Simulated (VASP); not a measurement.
Wanted: the native input for a VASP 6.6.1 run.

```yaml
Task: relaxation of cell and atoms
Functional: LDA
Potentials_or_basis: VASP PAW LDA potentials, release 64 (Cl, Li_sv)
Cutoff: 600 eV
k_mesh: 9 × 9 × 9
Occupations: fermi-dirac, width 0.05 eV
Spin: no spin polarisation
Dipole_correction: no
Further_INCAR_settings: ALGO = Normal; EDIFF = 1e-06; IBRION = 2; EDIFFG = -0.01; NSW = 60; ISIF = 3
```

The structure of LiCl lies in POSCAR:

```
LiCl
1.0
    0.0000000000      2.5647700000      2.5647700000
    2.5647700000      0.0000000000      2.5647700000
    2.5647700000      2.5647700000      0.0000000000
Cl Li
1 1
Direct
    0.5000000000      0.5000000000      0.5000000000
    0.0000000000      0.0000000000      0.0000000000
```

The input as run:

INCAR

```
PREC = Accurate ; ENCUT = 600
EDIFF = 1E-6 ; ISMEAR = -1
SIGMA = 0.05 ; LREAL = F
LASPH = T ; NELM = 80
ALGO = Normal ; ISIF = 3
LWAVE = F ; LCHARG = F
GGA = CA ; IBRION = 2
NSW = 60 ; EDIFFG = -0.01
```

KPOINTS

```
Automatic mesh
0
Gamma
  9 9 9
```

Potentials or basis: VASP PAW LDA potentials, release 64 (Cl, Li_sv).

Run with:

```console
$ cat potpaw_LDA.64/Cl/POTCAR potpaw_LDA.64/Li_sv/POTCAR > POTCAR
$ mpirun -np 1 vasp_std > vasp.out
```

Results of the run:

| Quantity | Value |
| --- | --- |
| Relaxed volume | 15.25 Å³/atom |
| Relaxed cell | a = 3.507 Å, b = 3.507 Å, c = 3.507 Å, α = 60.00°, β = 60.00°, γ = 60.00° |
| Space group after relaxing (to 0.05 Å) | Fm-3m (No. 225) |
| Energy gained by relaxing | 18.2 meV/atom |
| Ionic steps | 4 |
| Pressure after relaxing | 0.0 GPa |
| Band gap on the k mesh | 6.57 eV, indirect (least direct gap 6.63 eV) |

Caveat: the cutoff is under 1.25 times the usual one of these potentials, so pressure, stress and relaxed cells hold a basis-set (Pulay) error.

It took 28 s on 1 thread of Intel(R) Xeon(R) Platinum 8259CL CPU @ 2.50GHz (Skylake/Cascade Lake), on a shared host, peak memory 0.15 GiB.
